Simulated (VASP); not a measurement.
## Mg3ZrN2: single point with PBE

Crystal: Mg3ZrN2.

```
CELL_PARAMETERS angstrom
-2.22161 2.22161 4.49977
2.22161 -2.22161 4.49977
2.22161 2.22161 -4.49977
ATOMIC_POSITIONS crystal
Mg 0.75000 0.25000 0.50000
Mg 0.25000 0.75000 0.50000
Mg 0.50000 0.50000 0.00000
Zr 0.00000 0.00000 0.00000
N 0.50000 0.00000 0.50000
N 0.00000 0.50000 0.50000
```

- Program: VASP 6.6.1
- Task: single point
- Functional: PBE
- Potentials or basis: VASP PAW PBE potentials, release 64 (Mg, Zr_sv, N)
- Cutoff: 520 eV
- k mesh: 4 × 4 × 4
- Occupations: gaussian, width 0.1 eV
- Spin: no spin polarisation
- Dipole correction: no
- Further INCAR settings: ALGO = Normal; EDIFF = 1e-06; NBANDS = 23

```json
{
  "Pressure": "-0.2 GPa",
  "Band gap on the k mesh": "zero (band 14 reaches 5.62 eV, above the bottom of band 15 at 4.95 eV)"
}
```

Stress tensor (GPa, compression positive):
```
-0.17  0.00  0.00
 0.00 -0.17  0.00
 0.00  0.00 -0.40
```

Levels at points of the mesh, in eV from the Fermi level:
```
           k point  band 12  band 13  band 14  band 15  band 16  band 17
(0.00, 0.00, 0.00)    -1.36    -1.36    -0.60    -0.60     0.71     2.66
(0.50, 0.00, 0.00)    -2.01    -1.65    -0.38     0.36     2.72     3.36
(0.50, 0.50, 0.00)    -1.55    -1.36    -1.29     0.23     2.42     3.33
(0.50, 0.50, 0.50)    -1.36     0.07     0.08     0.67     0.67     0.88
```

Wall time 33 s on 1 thread of AMD EPYC 9R45 96-Core Processor (Zen 5), with other jobs on the host, peak memory 0.23 GiB.

Caveat: the k points lie up to 0.50 Å⁻¹ apart.
